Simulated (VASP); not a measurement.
# ZnSe (F-43m) in VASP: a series of runs, part 2 of 2

VASP 6.6.1. Earlier steps stand in the parts before.

## Step 3: Relaxation of cell and atoms, PBE, target pressure 12 GPa, at which the enthalpy is minimised

Input file INCAR:

```
SYSTEM = ZnSe
ALGO = Normal ; EDIFF = 1E-7
EDIFFG = -0.001 ; ENCUT = 600
GGA = PE ; IBRION = 2
ISIF = 3 ; ISMEAR = 0
LASPH = .True. ; LCHARG = .False.
LREAL = .False. ; LWAVE = .False.
NELM = 60 ; NSW = 80
PREC = Accurate ; PSTRESS = 120.0
SIGMA = 0.01
```

Input file KPOINTS:

```
k-points
0
Gamma
  8 8 8
  0 0 0
```

Input file POSCAR:

```
ZnSe
1.0
    0.0000000000      2.8663043623      2.8663043623
    2.8663043623      0.0000000000      2.8663043623
    2.8663043623      2.8663043623      0.0000000000
Zn Se
1 1
Direct
    0.0000000000      0.0000000000      0.0000000000
    0.7500000000      0.7500000000      0.7500000000
```

Potentials or basis: VASP PAW PBE potentials, release 64 (Zn, Se).

Run with:

```bash
$ cat potpaw_PBE.64/Zn/POTCAR potpaw_PBE.64/Se/POTCAR > POTCAR
$ mpirun -np 1 vasp_std > vasp.out
```

OUTCAR:

```text
SYSTEM = ZnSe
   EDIFF = 1E-7
   EDIFFG = -0.001
   ENCUT = 600
   GGA = PE
   IBRION = 2
   ISIF = 3
   ISMEAR = 0
   LASPH = .True.
   LREAL = .False.
   NELM = 60
   NSW = 80
   PREC = Accurate
   PSTRESS = 120.0

 ion  position               nearest neighbor table
   1  0.000  0.000  0.000-   2 2.48   2 2.48   2 2.48   2 2.48
   2  0.750  0.750  0.750-   1 2.48   1 2.48   1 2.48   1 2.48

  LATTYP: Found a face centered cubic cell.
 ALAT       =     5.7326087246

  Lattice vectors:

 A1 = (   0.0000000000,   2.8663043623,   2.8663043623)
 A2 = (   2.8663043623,   0.0000000000,   2.8663043623)
 A3 = (   2.8663043623,   2.8663043623,   0.0000000000)

Analysis of symmetry for initial positions (statically):
=====================================================================
 Subroutine PRICEL returns:
 Original cell was already a primitive cell.

 Routine SETGRP: Setting up the symmetry group for a
 face centered cubic supercell.

 Subroutine GETGRP returns: Found 24 space group operations
 (whereof 24 operations were pure point group operations)
 out of a pool of 48 trial point group operations.

The static configuration has the point symmetry T_d .

Analysis of symmetry for dynamics (positions and initial velocities):
=====================================================================
 Subroutine PRICEL returns:
 Original cell was already a primitive cell.

 Routine SETGRP: Setting up the symmetry group for a
 face centered cubic supercell.

 Subroutine GETGRP returns: Found 24 space group operations
 (whereof 24 operations were pure point group operations)
 out of a pool of 48 trial point group operations.

The dynamic configuration has the point symmetry T_d .

 Subroutine INISYM returns: Found 24 space group operations
 (whereof 24 operations are pure point group operations),
 and found     1 'primitive' translations

----------------------------------------------------------------------------------------

                                     Primitive cell

  volume of cell :      47.0974

  direct lattice vectors                    reciprocal lattice vectors
     0.000000000  2.866304362  2.866304362    -0.174440651  0.174440651  0.174440651
     2.866304362  0.000000000  2.866304362     0.174440651 -0.174440651  0.174440651
     2.866304362  2.866304362  0.000000000     0.174440651  0.174440651 -0.174440651

  length of vectors
     4.053566503  4.053566503  4.053566503     0.302140071  0.302140071  0.302140071

  position of ions in fractional coordinates (direct lattice)
     0.000000000  0.000000000  0.000000000
     0.750000000  0.750000000  0.750000000

  ion indices of the primitive-cell ions
   primitive index   ion index
                 1           1
                 2           2

----------------------------------------------------------------------------------------

 KPOINTS: k-points

Automatic generation of k-mesh.
 Grid dimensions read from file:
 generate k-points for:    8    8    8

 Generating k-lattice:

  Cartesian coordinates                     Fractional coordinates (reciprocal lattice)
[... 41 lines left out ...]
 [... further k-points ...]
   k-points           NKPTS =     29   k-points in BZ     NKDIM =     29   number of bands    NBANDS=     13
   number of dos      NEDOS =    301   number of ions     NIONS =      2
   total plane-waves  NPLWV =  32768
   dimension x,y,z NGX =    32 NGY =   32 NGZ =   32
   dimension x,y,z NGXF=    64 NGYF=   64 NGZF=   64
   ions per type =               1   1
   NGX,Y,Z   is equivalent  to a cutoff of  13.12, 13.12, 13.12 a.u.
   NGXF,Y,Z  is equivalent  to a cutoff of  26.25, 26.25, 26.25 a.u.
 SYSTEM =  ZnSe
   PREC   = accura    normal or accurate (medium, high low for compatibility)
   ISTART =      0    job   : 0-new  1-cont  2-samecut
   ICHARG =      2    charge: 1-file 2-atom 10-const
   ISPIN  =      1    spin polarized calculation?
   LNONCOLLINEAR =      F non collinear calculations
   LSORBIT =      F    spin-orbit coupling
   LASPH  =      T    aspherical Exc in radial PAW
   ENCUT  =  600.0 eV  44.10 Ry    6.64 a.u.   8.10  8.10  8.10*2*pi/ulx,y,z
   NELM   =     60;   NELMIN=  2; NELMDL= -5     # of ELM steps
   EDIFF  = 0.1E-06   stopping-criterion for ELM
   LREAL  =      F    real-space projection
   EDIFFG = -.1E-02   stopping-criterion for IOM
   NSW    =     80    number of steps for IOM
   IBRION =      2    ionic relax: 0-MD 1-quasi-New 2-CG
   NFREE  =      1    steps in history (QN), initial steepest desc. (CG)
   ISIF   =      3    stress and relaxation
   ISYM   =      2    0-nonsym 1-usesym 2-fastsym
   POTIM  = 0.5000    time-step for ionic-motion
   TEBEG  =    0.0;   TEEND  =   0.0 temperature during run
   PSTRESS=  120.0 pullay stress
   NELECT =      18.0000    total number of electrons
   NUPDOWN=      -1.0000    fix difference up-down
   EMIN   =  10.00;   EMAX   =-10.00  energy-range for DOS
   EFERMI =   0.00;   METHOD = LEGACY
   ISMEAR =     0;   SIGMA  =   0.01  broadening in eV -4-tet -1-fermi 0-gaus
   EFERMI_NEDOS =   21; number of points for ismear=-14 and -15
   IALGO  =     38    algorithm
   IMIX   =      4    mixing-type and parameters
     AMIX     =   0.40;   BMIX     =  1.00
     AMIX_MAG =   1.60;   BMIX_MAG =  1.00
  volume/ion in A,a.u.               =      23.55       158.91
  Fermi-wavevector in a.u.,A,eV,Ry     =   1.188046  2.245082 19.203997  1.411454
  Thomas-Fermi vector in A             =   2.324184
   LORBIT       =      0    0 simple, 1 ext, 2 COOP (PROOUT), +10 PAW based schemes
   GGA     = PE    functional components
   LHFCALC =     F    Hartree Fock is set to
   AEXX    =    0.0000 exact exchange contribution
   IVDW    =     0    specifies the selected vdW correction
   LEPSILON=     F    determine dielectric tensor
   LRPA    =     F    only Hartree local field effects (RPA)
 conjugate gradient relaxation of ions
 non-spin polarized calculation
 Gauss-broadening in eV      SIGMA  =   0.01
  energy-cutoff  :      600.00
  volume of cell :       47.10
 maximum number of plane-waves:      1591
   NGX = 17   NGY = 17   NGZ = 17

--------------------------------------- Ionic step        1  -------------------------------------------

 number of electron      18.0000013 magnetization

 Free energy of the ion-electron system (eV)
  ---------------------------------------------------
  ext. energy  EPLUGINS =         0.00000000
  ---------------------------------------------------
  free energy    TOTEN  =        -6.03224245 eV

  energy without entropy =       -6.03224245  energy(sigma->0) =       -6.03224245

------------------------ aborting loop because EDIFF is reached ----------------------------------------

  FORCE on cell =-STRESS in cart. coord.  units (eV):
  Direction    XX          YY          ZZ          XY          YZ          ZX
  --------------------------------------------------------------------------------------
  -------------------------------------------------------------------------------------
  Total        0.0604136      0.0604136      0.0604136      0.0000000      0.0000000      0.0000000
  in kB        2.0551732      2.0551732      2.0551732      0.0000000      0.0000000      0.0000000
  external PRESSURE =    -117.9448268 kB  Pullay stress =     120.0000000 kB
[... 25 lines left out ...]
--------------------------------------- Ionic step        2  -------------------------------------------

 number of electron      18.0000007 magnetization

 E-fermi :   3.9468     XC(G=0): -10.4038

 val. band max:        3.8645276536   @ k =   0.0000   0.0000   0.0000
 cond. band min:       6.1537723202   @ k =   0.0000   0.0000   0.0000
 fundamental gap:      2.2892446666
 Fermi energy:         3.9468420566

 k-point     1 :       0.0000    0.0000    0.0000
  band No.  band energies     occupation
      1     -11.1535      2.00000
      2      -3.8059      2.00000
      3      -3.8059      2.00000
      4      -3.8059      2.00000
      5      -3.1962      2.00000
      6      -3.1962      2.00000
      7       3.8645      2.00000
      8       3.8645      2.00000
      9       3.8645      2.00000
     10       6.1538      0.00000
     11       9.4895      0.00000
     12       9.4895      0.00000
     13       9.4895      0.00000
[... 519 lines left out ...]
--------------------------------------- Ionic step        6  -------------------------------------------

 number of electron      18.0000010 magnetization

 Free energy of the ion-electron system (eV)
  ---------------------------------------------------
  ext. energy  EPLUGINS =         0.00000000
  ---------------------------------------------------
  free energy    TOTEN  =        -5.81720392 eV

  energy without entropy =       -5.81720392  energy(sigma->0) =       -5.81720392

 E-fermi :   2.7220     XC(G=0):  -9.8477

 val. band max:        2.6523849196   @ k =   0.0000   0.0000   0.0000
 cond. band min:       4.4196291926   @ k =   0.0000   0.0000   0.0000
 fundamental gap:      1.7672442730
 Fermi energy:         2.7219541743

 k-point     1 :       0.0000    0.0000    0.0000
  band No.  band energies     occupation
      1     -11.4029      2.00000
      2      -4.3759      2.00000
      3      -4.3759      2.00000
      4      -4.3759      2.00000
      5      -3.8951      2.00000
      6      -3.8951      2.00000
      7       2.6524      2.00000
      8       2.6524      2.00000
      9       2.6524      2.00000
     10       4.4196      0.00000
     11       8.3917      0.00000
     12       8.3917      0.00000
     13       8.3917      0.00000
[... 401 lines left out ...]
  energy  without entropy=       -5.8172039208  energy(sigma->0) =       -5.81720392

  enthalpy is  TOTEN    =        -2.7723750033 eV   P V=        3.0448289175

 reached required accuracy - stopping structural energy minimisation
```

It took 65 s on 1 thread of Intel Xeon Platinum 8259CL at 2.50GHz (Skylake/Cascade Lake), shared host; peak memory 0.2 GiB.

Results:

- Free energy: -5.8172 eV
- Relaxed volume: 20.33 Å³/atom
- Relaxed cell: a = 3.860 Å, b = 3.860 Å, c = 3.860 Å, α = 60.00°, β = 60.00°, γ = 60.00°
- Space group after relaxing (to 0.05 Å): F-43m (No. 216)
- Energy change on relaxing (the enthalpy is what falls): +107.5 meV/atom
- Ionic steps: 6
- Pressure after relaxing: 12.0 GPa
- Band gap on the k mesh: 1.77 eV, direct

Step by step:
```
step  energy change (eV)  largest force (eV/Å)  pressure (GPa)  volume (Å³)
   1              0.0000                0.0000            0.21        47.10
   2              0.7389                0.0000           27.46        36.24
   3              0.2081                0.0000           11.78        40.75
   4              0.2171                0.0000           12.08        40.63
   5              0.2129                0.0000           11.95        40.68
   6              0.2150                0.0000           12.00        40.65
```

Final structure:
```
CELL_PARAMETERS angstrom
0.00000 2.72911 2.72911
2.72911 0.00000 2.72911
2.72911 2.72911 0.00000
ATOMIC_POSITIONS crystal
Zn 0.00000 0.00000 0.00000
Se 0.75000 0.75000 0.75000
```

Levels at points of the mesh, in eV from the valence-band top:
```csv
k point,band 7,band 8,band 9,band 10,band 11,band 12
"(0.00, 0.00, 0.00)",0.00,0.00,0.00,1.77,5.74,5.74
"(0.50, 0.00, 0.00)",-6.01,-1.05,-1.05,2.73,6.33,6.33
"(0.50, 0.50, 0.00)",-5.26,-2.62,-2.62,2.70,3.41,11.63
```

Caveat: the cell is relaxed towards a set pressure, so the enthalpy falls and the energy may rise. Expect the measured gap to be larger: semilocal functionals such as PBE lack the derivative discontinuity.
